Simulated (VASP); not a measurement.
## Pt: single point with LDA

Crystal: Pt.

```
Pt
1.0
    -1.88115    1.51086    1.51086
     1.51086   -1.88115    1.51086
     1.51086    1.51086   -1.88115
Pt
1
Direct
  0.00000 0.00000 0.00000
```

* Program: VASP 6.6.1
* Task: single point
* Functional: LDA
* Potentials or basis: VASP PAW LDA potentials, release 64 (Pt_sv_GW)
* Cutoff: 570 eV
* k mesh: 22 × 22 × 22
* Occupations: gaussian, width 0.15 eV
* Spin: no spin polarisation
* Dipole correction: no
* Further INCAR settings: ALGO = Normal; EDIFF = 1e-06; NBANDS = 15

```yaml
Pressure: 200.2 GPa
Band_gap_on_the_k_mesh: zero (bands 9 and 10 overlap by 7.04 eV)
```

Stress tensor (GPa, compression positive):
```
200.19 174.53 174.53
174.53 200.19 174.53
174.53 174.53 200.19
```

Levels at points of the mesh, in eV from the Fermi level:
```tsv
k point	band 7	band 8	band 9	band 10	band 11	band 12
(0.00, 0.00, 0.00)	-6.02	-6.02	1.00	1.00	11.55	16.25
(0.50, 0.00, 0.00)	-3.50	-2.86	0.20	2.11	11.47	15.23
(0.50, 0.50, 0.00)	-3.04	-2.25	1.11	1.56	2.27	9.49
(0.50, 0.50, 0.50)	-1.95	-1.95	2.66	7.82	7.82	11.03
```

Run time: 2.2 min on 1 thread of AMD EPYC 9R45 (Zen 5), on a shared host, peak memory 0.31 GiB.

Caveat: the cell stands under pressure; spin-orbit coupling is left out, which moves the levels of the heavy elements.
